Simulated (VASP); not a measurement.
# Tc (P-6m2) in VASP: single point with LDA

Aim: the single point of Tc with LDA.

Program: VASP 6.6.1. These are calculated values, not measurements. Logs are shortened: lines on timing, memory, paths and dates and some standing lists are left out, and cuts for length are marked.

## 1. The cell of the first run

The structure is hexagonal, space group P-6m2 (No. 187). The conventional cell has a = 2.798 Å, b = 2.798 Å, c = 7.039 Å, α = 90.00°, β = 90.00°, γ = 120.00°. Tc (site symmetry -6m2) has 12 Tc at 2.68 to 2.80 Å within 3.5 Å. Within 3.5 Å of Tc (site symmetry 3m) lie 10 Tc at 2.68 to 2.80 Å.

## 2. Single point, LDA

File INCAR:

```
PREC     = Accurate       # precision mode
ENCUT    = 520            # plane-wave cutoff, eV
EDIFF    = 1E-6           # SCF threshold, eV
ISMEAR   = 0              # smearing method
SIGMA    = 0.1            # smearing width, eV
LREAL    = False          # projectors in reciprocal space
LASPH    = True           # aspherical terms in the spheres
NELM     = 100            # most SCF steps
ALGO     = Normal         # electronic algorithm
ISIF     = 2              # what is computed and relaxed
LWAVE    = False          # write WAVECAR
LCHARG   = True           # write CHGCAR
LELF     = True           # ELF
LVHAR    = True         
NBANDS   = 26             # bands
```

File KPOINTS:

```
Automatic mesh
0
Gamma
  9 9 4
```

File POSCAR:

```
Tc
1.0
    2.7977934500      0.0000000000      0.0000000000
   -1.3988967300      2.4229602000      0.0000000000
    0.0000000000      0.0000000000      7.0393402400
Tc
3
Direct
    0.3333333333      0.6666666667      0.5000000000
    0.0000000000      0.0000000000      0.8033263400
    0.0000000000      0.0000000000      0.1966736600
```

Potentials or basis: VASP PAW LDA potentials, release 64 (Tc_pv).

Launch:

```
> cat potpaw_LDA.64/Tc_pv/POTCAR > POTCAR
> mpirun -np 1 vasp_std > vasp.out
```

OUTCAR:

```text
PREC = Accurate
   ENCUT = 520
   EDIFF = 1E-6
   ISMEAR = 0
   LREAL = False
   LASPH = True
   NELM = 100
   ISIF = 2

 ion  position               nearest neighbor table
   1  0.333  0.667  0.500-   2 2.68   3 2.68   2 2.68   3 2.68   2 2.68   3 2.68
   2  0.000  0.000  0.803-   1 2.68   1 2.68   1 2.68   3 2.77
   3  0.000  0.000  0.197-   1 2.68   1 2.68   1 2.68   2 2.77

  LATTYP: Found a hexagonal cell.
 ALAT       =     2.7977934500
 C/A-ratio  =     2.5160328544

  Lattice vectors:

 A1 = (   2.7977934500,   0.0000000000,   0.0000000000)
 A2 = (  -1.3988967300,   2.4229602000,   0.0000000000)
 A3 = (   0.0000000000,   0.0000000000,   7.0393402400)

Analysis of symmetry for initial positions (statically):
=====================================================================
 Subroutine PRICEL returns:
 Original cell was already a primitive cell.

 Routine SETGRP: Setting up the symmetry group for a
 hexagonal supercell.

 Subroutine GETGRP returns: Found 12 space group operations
 (whereof 12 operations were pure point group operations)
 out of a pool of 24 trial point group operations.

The static configuration has the point symmetry D_3h.

Analysis of symmetry for dynamics (positions and initial velocities):
=====================================================================
 Subroutine PRICEL returns:
 Original cell was already a primitive cell.

 Routine SETGRP: Setting up the symmetry group for a
 hexagonal supercell.

 Subroutine GETGRP returns: Found 12 space group operations
 (whereof 12 operations were pure point group operations)
 out of a pool of 24 trial point group operations.

The dynamic configuration has the point symmetry D_3h.

 Subroutine INISYM returns: Found 12 space group operations
 (whereof 12 operations are pure point group operations),
 and found     1 'primitive' translations

----------------------------------------------------------------------------------------

                                     Primitive cell

  volume of cell :      47.7193

  direct lattice vectors                    reciprocal lattice vectors
     2.797793450  0.000000000  0.000000000     0.357424527  0.206359148  0.000000000
    -1.398896730  2.422960200  0.000000000     0.000000000  0.412718294  0.000000000
     0.000000000  0.000000000  7.039340240     0.000000000  0.000000000  0.142058768

  length of vectors
     2.797793450  2.797793451  7.039340240     0.412718294  0.412718294  0.142058768

  position of ions in fractional coordinates (direct lattice)
[... 75 lines left out ...]
   ISPIN  =      1    spin polarized calculation?
   LNONCOLLINEAR =      F non collinear calculations
   LSORBIT =      F    spin-orbit coupling
   LASPH  =      T    aspherical Exc in radial PAW
   ENCUT  =  520.0 eV  38.22 Ry    6.18 a.u.   5.20  5.20 13.09*2*pi/ulx,y,z
   NELM   =    100;   NELMIN=  2; NELMDL= -5     # of ELM steps
   EDIFF  = 0.1E-05   stopping-criterion for ELM
   LREAL  =      F    real-space projection
   EDIFFG = 0.1E-04   stopping-criterion for IOM
   NSW    =      0    number of steps for IOM
   IBRION =     -1    ionic relax: 0-MD 1-quasi-New 2-CG
   NFREE  =      0    steps in history (QN), initial steepest desc. (CG)
   ISIF   =      2    stress and relaxation
   ISYM   =      2    0-nonsym 1-usesym 2-fastsym
   POTIM  = 0.5000    time-step for ionic-motion
   TEBEG  =    0.0;   TEEND  =   0.0 temperature during run
   PSTRESS=    0.0 pullay stress
   NELECT =      39.0000    total number of electrons
   NUPDOWN=      -1.0000    fix difference up-down
   EMIN   =  10.00;   EMAX   =-10.00  energy-range for DOS
   EFERMI =   0.00;   METHOD = LEGACY
   ISMEAR =     0;   SIGMA  =   0.10  broadening in eV -4-tet -1-fermi 0-gaus
   EFERMI_NEDOS =   21; number of points for ismear=-14 and -15
   IALGO  =     38    algorithm
   IMIX   =      4    mixing-type and parameters
     AMIX     =   0.40;   BMIX     =  1.00
     AMIX_MAG =   1.60;   BMIX_MAG =  1.00
  volume/ion in A,a.u.               =      15.91       107.34
  Fermi-wavevector in a.u.,A,eV,Ry     =   1.530612  2.892437 31.875357  2.342773
  Thomas-Fermi vector in A             =   2.638071
   LORBIT       =      0    0 simple, 1 ext, 2 COOP (PROOUT), +10 PAW based schemes
   GGA     = CA    functional components
   LHFCALC =     F    Hartree Fock is set to
   AEXX    =    0.0000 exact exchange contribution
   IVDW    =     0    specifies the selected vdW correction
   LEPSILON=     F    determine dielectric tensor
   LRPA    =     F    only Hartree local field effects (RPA)
 non-spin polarized calculation
 Gauss-broadening in eV      SIGMA  =   0.10
  energy-cutoff  :      520.00
  volume of cell :       47.72
 maximum number of plane-waves:      1299
 NGX is ok and might be reduce to    24
   NGX = 11   NGY = 11   NGZ = 27

 number of electron      38.9999995 magnetization

 Free energy of the ion-electron system (eV)
  ---------------------------------------------------
  ext. energy  EPLUGINS =         0.00000000
  ---------------------------------------------------
  free energy    TOTEN  =       -33.68518469 eV

  energy without entropy =      -33.66230455  energy(sigma->0) =      -33.67374462

 E-fermi :  10.8634     XC(G=0): -13.3458

 val. band max:       10.8402332739   @ k =   0.2222   0.1111   0.2500
 cond. band min:      10.8647023286   @ k =   0.3333   0.2222   0.0000
 fundamental gap:      0.0244690547
 Fermi energy:        10.8634497183

 k-point     1 :       0.0000    0.0000    0.0000
  band No.  band energies     occupation
      1     -28.1804      2.00000
      2     -27.8408      2.00000
      3     -27.4034      2.00000
      4     -27.4034      2.00000
      5     -27.2760      2.00000
      6     -27.2760      2.00000
[... 685 lines left out ...]
     25      18.3046      0.00000
     26      18.4583      0.00000

 [... further k-points ...]
[... 5 lines left out ...]
  --------------------------------------------------------------------------------------
  -------------------------------------------------------------------------------------
  Total       -8.3410879     -8.3410879     -5.4174194      0.0000000     -0.0000000     -0.0000000
  in kB     -280.0524603   -280.0524598   -181.8901399      0.0000006     -0.0000000     -0.0000000
  external PRESSURE =    -247.3316866 kB  Pullay stress =       0.0000000 kB

 VOLUME and BASIS-vectors are now :
 -----------------------------------------------------------------------------
  energy-cutoff  :      520.00
  volume of cell :       47.72
      direct lattice vectors                 reciprocal lattice vectors
     2.797793450  0.000000000  0.000000000     0.357424527  0.206359148  0.000000000
    -1.398896730  2.422960200  0.000000000     0.000000000  0.412718294  0.000000000
     0.000000000  0.000000000  7.039340240     0.000000000  0.000000000  0.142058768

 POSITION                                       TOTAL-FORCE (eV/Angst)
 -----------------------------------------------------------------------------------
     -0.00000      1.61531      3.51967         0.000000      0.000000      0.000000
      0.00000      0.00000      5.65489        -0.000000     -0.000000      0.545103
      0.00000      0.00000      1.38445         0.000000     -0.000000     -0.545103
 -----------------------------------------------------------------------------------
    total drift:                                0.000000     -0.000000     -0.000000

  FREE ENERGIE OF THE ION-ELECTRON SYSTEM (eV)
  ---------------------------------------------------
  free  energy   TOTEN  =       -33.6851846884 eV

  energy  without entropy=      -33.6623045498  energy(sigma->0) =      -33.67374462
```

OSZICAR:

```text
N       E                     dE             d eps       ncg     rms          rms(c)
DAV:   1     0.518314142041E+03    0.51831E+03   -0.23601E+04  1872   0.153E+03
DAV:   2    -0.193606859424E+02   -0.53767E+03   -0.52883E+03  2014   0.468E+02
DAV:   3    -0.358762874058E+02   -0.16516E+02   -0.16130E+02  2224   0.948E+01
DAV:   4    -0.360880625247E+02   -0.21178E+00   -0.21087E+00  2072   0.107E+01
DAV:   5    -0.360903670652E+02   -0.23045E-02   -0.23026E-02  2044   0.108E+00    0.223E+01
DAV:   6    -0.346996134329E+02    0.13908E+01   -0.11484E+01  2076   0.262E+01    0.943E+00
DAV:   7    -0.358952177279E+02   -0.11956E+01   -0.29532E+01  2146   0.282E+01    0.110E+01
DAV:   8    -0.337007855971E+02    0.21944E+01   -0.73979E+00  2112   0.154E+01    0.145E+00
DAV:   9    -0.336893045324E+02    0.11481E-01   -0.18973E-01  2274   0.295E+00    0.532E-01
DAV:  10    -0.336854314814E+02    0.38731E-02   -0.14334E-02  2020   0.128E+00    0.210E-01
DAV:  11    -0.336852549978E+02    0.17648E-03   -0.97388E-04  2364   0.322E-01    0.971E-02
DAV:  12    -0.336851998993E+02    0.55099E-04   -0.66383E-04  2022   0.203E-01    0.386E-02
DAV:  13    -0.336851873560E+02    0.12543E-04   -0.41006E-05  2104   0.672E-02    0.165E-02
DAV:  14    -0.336851846867E+02    0.26694E-05   -0.14804E-05  1940   0.342E-02    0.215E-03
DAV:  15    -0.336851846884E+02   -0.17408E-08   -0.47488E-07  1014   0.614E-03
   1 F= -.33685185E+02 E0= -.33673745E+02  d E =-.228801E-01
```

Run time: 90 s. Hardware: 1 thread of AMD EPYC 7R13, shared host; peak memory 0.14 GiB.

Results:

```yaml
Free_energy: -33.6852 eV
Pressure: -24.7 GPa
Largest_force: 0.545 eV/Å
```

Forces on the atoms (eV/Å):
```
Tc   0.000  0.000  0.000
Tc   0.000  0.000  0.545
Tc   0.000  0.000 -0.545
```
